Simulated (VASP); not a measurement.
ZnS:

```
Zn S
1.0
     0.00000    2.70200    2.70200
     2.70200    0.00000    2.70200
     2.70200    2.70200    0.00000
Zn S
1 1
Direct
  0.75000 0.75000 0.75000
  0.00000 0.00000 0.00000
```

| Property | Result |
| --- | --- |
| Program | VASP 6.6.1 |
| Task | relaxation of cell and atoms |
| Functional | revPBE |
| Dispersion | D3(BJ) |
| Potentials or basis | VASP PAW PBE potentials, release 64 (Zn, S) |
| Cutoff | 600 eV |
| k mesh | 9 × 9 × 9 |
| Occupations | fermi-dirac, width 0.05 eV |
| Spin | no spin polarisation |

At the start: pressure -2.0 GPa; volume 19.73 Å³/atom.

Where does the relaxation end?

Over 3 steps the energy falls by 3.5 meV/atom and the volume is 19.19 Å³/atom (-2.7 %); space group F-43m (No. 216, to 0.05 Å).

Step by step:
```csv
step,energy change (eV),largest force (eV/Å),pressure (GPa),volume (Å³)
1,0.0000,0.0000,-2.03,39.45
2,-0.0062,0.0000,0.76,38.05
3,-0.0069,0.0000,-0.07,38.39
```

Final structure:
```
Zn S
1.0
     0.00000    2.67744    2.67744
     2.67744    0.00000    2.67744
     2.67744    2.67744    0.00000
Zn S
1 1
Direct
  0.75000 0.75000 0.75000
  0.00000 0.00000 0.00000
```

Caveat: the PAW data sets were made with another functional, which shifts forces and pressure a little.
